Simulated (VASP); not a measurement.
# Ti (P6_3/mmc) in VASP: settings compared, part 2 of 2

VASP 6.6.1.

## (4) Single point, revPBE+D3(BJ)

Contents of INCAR:

```
SYSTEM = Ti
ALGO = Normal
EDIFF = 1E-6
ENCUT = 520
GGA = RE
ISIF = 2
ISMEAR = -1
IVDW = 12
LASPH = .TRUE.
LCHARG = .FALSE.
LREAL = .FALSE.
LWAVE = .FALSE.
NBANDS = 19
NELM = 100
PREC = Accurate
SIGMA = 0.05
```

Contents of KPOINTS:

```
k-points
0
G
  10 10 6
  0 0 0
```

Contents of POSCAR:

```
Ti
1.0
    2.9500000000      0.0000000000      0.0000000000
   -1.4750000000      2.5547749412      0.0000000000
    0.0000000000      0.0000000000      4.6800000000
Ti
2
Direct
    0.6666666667      0.3333333333      0.7500000000
    0.3333333333      0.6666666667      0.2500000000
```

Potentials or basis: VASP PAW PBE potentials, release 64 (Ti_sv).

Run with:

```
$ cat potpaw_PBE.64/Ti_sv/POTCAR > POTCAR
$ mpirun -np 1 vasp_std > vasp.out
```

OUTCAR:

```text
SYSTEM = Ti
   EDIFF = 1E-6
   ENCUT = 520
   GGA = RE
   ISIF = 2
   ISMEAR = -1
   IVDW = 12
   LASPH = .TRUE.
   LREAL = .FALSE.
   NELM = 100
   PREC = Accurate
 IVDW          = 12

 ion  position               nearest neighbor table
   1  0.667  0.333  0.750-   2 2.89   2 2.89   2 2.89   2 2.89   2 2.89   2 2.89
   2  0.333  0.667  0.250-   1 2.89   1 2.89   1 2.89   1 2.89   1 2.89   1 2.89

  LATTYP: Found a hexagonal cell.
 ALAT       =     2.9500000000
 C/A-ratio  =     1.5864406780

  Lattice vectors:

 A1 = (   2.9500000000,   0.0000000000,   0.0000000000)
 A2 = (  -1.4750000000,   2.5547749412,   0.0000000000)
 A3 = (   0.0000000000,   0.0000000000,   4.6800000000)

Analysis of symmetry for initial positions (statically):
=====================================================================
 Subroutine PRICEL returns:
 Original cell was already a primitive cell.

 Routine SETGRP: Setting up the symmetry group for a
 hexagonal supercell.

 Subroutine GETGRP returns: Found 24 space group operations
 (whereof 12 operations were pure point group operations)
 out of a pool of 24 trial point group operations.

The static configuration has the point symmetry D_3d.
 The point group associated with its full space group is D_6h.

Analysis of symmetry for dynamics (positions and initial velocities):
=====================================================================
 Subroutine PRICEL returns:
 Original cell was already a primitive cell.

 Routine SETGRP: Setting up the symmetry group for a
 hexagonal supercell.

 Subroutine GETGRP returns: Found 24 space group operations
 (whereof 12 operations were pure point group operations)
 out of a pool of 24 trial point group operations.

The dynamic configuration has the point symmetry D_3d.
 The point group associated with its full space group is D_6h.

 Subroutine INISYM returns: Found 24 space group operations
 (whereof 12 operations are pure point group operations),
 and found     1 'primitive' translations

----------------------------------------------------------------------------------------

                                     Primitive cell

  volume of cell :      35.2712

  direct lattice vectors                    reciprocal lattice vectors
     2.950000000  0.000000000  0.000000000     0.338983051  0.195711956  0.000000000
    -1.475000000  2.554774941  0.000000000     0.000000000  0.391423911  0.000000000
     0.000000000  0.000000000  4.680000000     0.000000000  0.000000000  0.213675214

  length of vectors
     2.950000000  2.950000000  4.680000000     0.391423911  0.391423911  0.213675214

  position of ions in fractional coordinates (direct lattice)
     0.666666667  0.333333333  0.750000000
     0.333333333  0.666666667  0.250000000

  ion indices of the primitive-cell ions
   primitive index   ion index
                 1           1
                 2           2

----------------------------------------------------------------------------------------

 KPOINTS: k-points

Automatic generation of k-mesh.
 Grid dimensions read from file:
 generate k-points for:   10   10    6

 Generating k-lattice:

  Cartesian coordinates                     Fractional coordinates (reciprocal lattice)
     0.033898305  0.019571196  0.000000000     0.100000000 -0.000000000  0.000000000
     0.000000000  0.039142391  0.000000000     0.000000000  0.100000000  0.000000000
     0.000000000  0.000000000  0.035612536     0.000000000  0.000000000  0.166666667

  Length of vectors
     0.039142391  0.039142391  0.035612536

  Shift w.r.t. Gamma in fractional coordinates (k-lattice)
     0.000000000  0.000000000  0.000000000

 Subroutine IBZKPT returns following result:
 ===========================================

 Found     56 irreducible k-points:

 Following reciprocal coordinates:
            Coordinates               Weight
  0.000000  0.000000  0.000000      1.000000
  0.100000  0.000000  0.000000      6.000000
  0.200000  0.000000  0.000000      6.000000
  0.300000  0.000000  0.000000      6.000000
  0.400000  0.000000  0.000000      6.000000
  0.500000  0.000000  0.000000      3.000000
[... 16 lines left out ...]
  0.300000  0.100000  0.166667     24.000000
  0.400000  0.100000  0.166667     24.000000
 [... further k-points ...]
   k-points           NKPTS =     56   k-points in BZ     NKDIM =     56   number of bands    NBANDS=     19
   number of dos      NEDOS =    301   number of ions     NIONS =      2
   total plane-waves  NPLWV =  20736
   dimension x,y,z NGX =    24 NGY =   24 NGZ =   36
   dimension x,y,z NGXF=    48 NGYF=   48 NGZF=   72
   ions per type =               2
   NGX,Y,Z   is equivalent  to a cutoff of  13.53, 13.53, 12.79 a.u.
   NGXF,Y,Z  is equivalent  to a cutoff of  27.05, 27.05, 25.58 a.u.
 SYSTEM =  Ti
   PREC   = accura    normal or accurate (medium, high low for compatibility)
   ISTART =      0    job   : 0-new  1-cont  2-samecut
   ICHARG =      2    charge: 1-file 2-atom 10-const
   ISPIN  =      1    spin polarized calculation?
   LNONCOLLINEAR =      F non collinear calculations
   LSORBIT =      F    spin-orbit coupling
   LASPH  =      T    aspherical Exc in radial PAW
   ENCUT  =  520.0 eV  38.22 Ry    6.18 a.u.   5.49  5.49  8.70*2*pi/ulx,y,z
   NELM   =    100;   NELMIN=  2; NELMDL= -5     # of ELM steps
   EDIFF  = 0.1E-05   stopping-criterion for ELM
   LREAL  =      F    real-space projection
   EDIFFG = 0.1E-04   stopping-criterion for IOM
   NSW    =      0    number of steps for IOM
   IBRION =     -1    ionic relax: 0-MD 1-quasi-New 2-CG
   NFREE  =      0    steps in history (QN), initial steepest desc. (CG)
   ISIF   =      2    stress and relaxation
   ISYM   =      2    0-nonsym 1-usesym 2-fastsym
   POTIM  = 0.5000    time-step for ionic-motion
   TEBEG  =    0.0;   TEEND  =   0.0 temperature during run
   PSTRESS=    0.0 pullay stress
   NELECT =      24.0000    total number of electrons
   NUPDOWN=      -1.0000    fix difference up-down
   EMIN   =  10.00;   EMAX   =-10.00  energy-range for DOS
   EFERMI =   0.00;   METHOD = LEGACY
   ISMEAR =    -1;   SIGMA  =   0.05  broadening in eV -4-tet -1-fermi 0-gaus
   EFERMI_NEDOS =   21; number of points for ismear=-14 and -15
   IALGO  =     38    algorithm
   IMIX   =      4    mixing-type and parameters
     AMIX     =   0.40;   BMIX     =  1.00
     AMIX_MAG =   1.60;   BMIX_MAG =  1.00
  volume/ion in A,a.u.               =      17.64       119.01
  Fermi-wavevector in a.u.,A,eV,Ry     =   1.439920  2.721055 28.209912  2.073370
  Thomas-Fermi vector in A             =   2.558722
   LORBIT       =      0    0 simple, 1 ext, 2 COOP (PROOUT), +10 PAW based schemes
   GGA     = RE    functional components
   LHFCALC =     F    Hartree Fock is set to
   AEXX    =    0.0000 exact exchange contribution
   IVDW    =    12    specifies the selected vdW correction
   LEPSILON=     F    determine dielectric tensor
   LRPA    =     F    only Hartree local field effects (RPA)
 non-spin polarized calculation
  energy-cutoff  :      520.00
  volume of cell :       35.27
 maximum number of plane-waves:       973
 NGX is ok and might be reduce to    24
   NGX = 11   NGY = 11   NGZ = 17

 number of electron      24.0000002 magnetization

 Free energy of the ion-electron system (eV)
  ---------------------------------------------------
  ext. energy  EPLUGINS =         0.00000000
  ---------------------------------------------------
  free energy    TOTEN  =       -15.04543196 eV

  energy without entropy =      -15.02617486  energy(sigma->0) =      -15.03580341

 E-fermi :   8.2511     XC(G=0): -11.3467

 val. band max:        8.2467687602   @ k =   0.1000   0.1000   0.1667
 cond. band min:       8.2628479979   @ k =   0.3000   0.3000   0.3333
 fundamental gap:      0.0160792377
 Fermi energy:         8.2510720771

 k-point     1 :       0.0000    0.0000    0.0000
  band No.  band energies     occupation
      1     -48.7321      2.00000
      2     -48.6057      2.00000
      3     -25.2486      2.00000
      4     -24.6390      2.00000
      5     -24.6390      2.00000
      6     -24.5815      2.00000
[... 11 lines left out ...]
     18       9.8737      0.00000
     19      11.3580      0.00000
[... 485 lines left out ...]
 k-point    24 :       0.4000    0.1000    0.1667
  band No.  band energies     occupation
      1     -48.6202      2.00000
      2     -48.5844      2.00000
      3     -25.1051      2.00000
      4     -24.9985      2.00000
      5     -24.8986      2.00000
      6     -24.7793      2.00000
[... 11 lines left out ...]
     18      11.6149      0.00000
     19      12.3139      0.00000

 [... further k-points ...]

------------------------ aborting loop because EDIFF is reached ----------------------------------------

 Edisp (eV)   -2.20237

 E8    (eV) :    -1.5983

  FORCE on cell =-STRESS in cart. coord.  units (eV):
  Direction    XX          YY          ZZ          XY          YZ          ZX
  --------------------------------------------------------------------------------------
  -------------------------------------------------------------------------------------
  Total      -2.17092    -2.17092    -2.25094    -0.00000    -0.00000    -0.00000
  in kB     -98.61281   -98.61281  -102.24791    -0.00000    -0.00000    -0.00000
  external pressure =      -99.82 kB  Pullay stress =        0.00 kB

 VOLUME and BASIS-vectors are now :
 -----------------------------------------------------------------------------
  energy-cutoff  :      520.00
  volume of cell :       35.27
      direct lattice vectors                 reciprocal lattice vectors
     2.950000000  0.000000000  0.000000000     0.338983051  0.195711956  0.000000000
    -1.475000000  2.554774941  0.000000000     0.000000000  0.391423911  0.000000000
     0.000000000  0.000000000  4.680000000     0.000000000  0.000000000  0.213675214

 POSITION                                       TOTAL-FORCE (eV/Angst)
 -----------------------------------------------------------------------------------
      1.47500      0.85159      3.51000         0.000000      0.000000      0.000000
     -0.00000      1.70318      1.17000        -0.000000     -0.000000      0.000000
 -----------------------------------------------------------------------------------
    total drift:                               -0.000000      0.000000     -0.000000

  FREE ENERGIE OF THE ION-ELECTRON SYSTEM (eV)
  ---------------------------------------------------
  free  energy   TOTEN  =       -17.2478045746 eV

  energy  without entropy=      -17.2285474738  energy(sigma->0) =      -17.23817602
```

OSZICAR:

```text
N       E                     dE             d eps       ncg     rms          rms(c)
DAV:   1     0.266381635792E+03    0.26638E+03   -0.13073E+04  2128   0.157E+03
DAV:   2     0.134963811655E+02   -0.25289E+03   -0.24908E+03  2197   0.443E+02
DAV:   3    -0.158243846210E+02   -0.29321E+02   -0.29013E+02  3994   0.124E+02
DAV:   4    -0.170410519455E+02   -0.12167E+01   -0.12153E+01  2419   0.265E+01
DAV:   5    -0.171008081344E+02   -0.59756E-01   -0.59750E-01  3192   0.414E+00    0.115E+01
DAV:   6    -0.150366358571E+02    0.20642E+01   -0.76030E+00  2460   0.277E+01    0.288E+00
DAV:   7    -0.150252129977E+02    0.11423E-01   -0.68067E-01  3189   0.617E+00    0.204E+00
DAV:   8    -0.150529873763E+02   -0.27774E-01   -0.19504E-01  2373   0.498E+00    0.684E-01
DAV:   9    -0.150450377163E+02    0.79497E-02   -0.44254E-02  2402   0.210E+00    0.666E-02
DAV:  10    -0.150453847866E+02   -0.34707E-03   -0.29048E-03  3064   0.326E-01    0.748E-02
DAV:  11    -0.150454393543E+02   -0.54568E-04   -0.12702E-04  2534   0.794E-02    0.338E-02
DAV:  12    -0.150454301105E+02    0.92438E-05   -0.38294E-05  2428   0.498E-02    0.353E-03
DAV:  13    -0.150454311812E+02   -0.10707E-05   -0.84257E-07  1581   0.836E-03    0.721E-04
DAV:  14    -0.150454319634E+02   -0.78223E-06   -0.15333E-07  1148   0.408E-03
   1 F= -.17247805E+02 E0= -.17238176E+02  d E =-.192571E-01
```

stdout:

```text
POSCAR found type information on POSCAR Ti
 POSCAR found :  1 types and       2 ions
 scaLAPACK will be used
 -----------------------------------------------------------------------------
|                                                                             |
|                                                                             |
|     You enforced a specific xc type in the INCAR file but a different       |
|     I HOPE YOU KNOW WHAT YOU ARE DOING!                                     |
|                                                                             |
 -----------------------------------------------------------------------------

 LDA part: xc-table for (Slater+PW92), standard interpolation
 POSCAR, INCAR and KPOINTS ok, starting setup
 FFT: planning ... GRIDC
 FFT: planning ... GRID_SOFT
 FFT: planning ... GRID
 WAVECAR not read
 entering main loop
```

It took 21 s on 1 thread of AMD EPYC 9R45 (Zen 5), shared host; peak memory 0.15 GiB.

Results:

- Free energy: -17.2478 eV
- Pressure: -10.0 GPa
- Band gap on the k mesh: zero (band 12 reaches 9.03 eV, above the bottom of band 13 at 8.02 eV)
- Dispersion energy per atom: -1.101 eV

Stress tensor (GPa, compression positive):
```
 -9.86   0.00   0.00
  0.00  -9.86   0.00
  0.00   0.00 -10.22
```

Caveat: the PAW data sets were made with another functional, which shifts forces and pressure a little; pairwise dispersion overbinds metals, which lowers pressure and volume.

## (5) The runs side by side

| task | level | cell | cutoff (eV) | gap on the mesh (eV) | pressure (GPa) | relaxed volume (Å³/atom) |
| --- | --- | --- | --- | --- | --- | --- |
| relaxation of cell and atoms | PBE+D3(BJ) | relaxed | 600 | none | 0.0 | 16.45 |
| relaxation of cell and atoms | PBE+D4 | relaxed | 600 | none | 0.1 | 17.06 |
| single point | revPBE+D3(BJ) | as given | 520 | none | -10.0 | - |

Alike in all rows: potentials or basis VASP PAW PBE potentials, release 64 (Ti_sv); no spin polarisation; k mesh 10 × 10 × 6; smearing fermi-dirac 0.05 eV.

Caveats: pairwise dispersion overbinds metals, which lowers pressure and volume; the PAW data sets were made with another functional, which shifts forces and pressure a little (some runs).

Absolute energies hang on the potentials; compare differences alone.
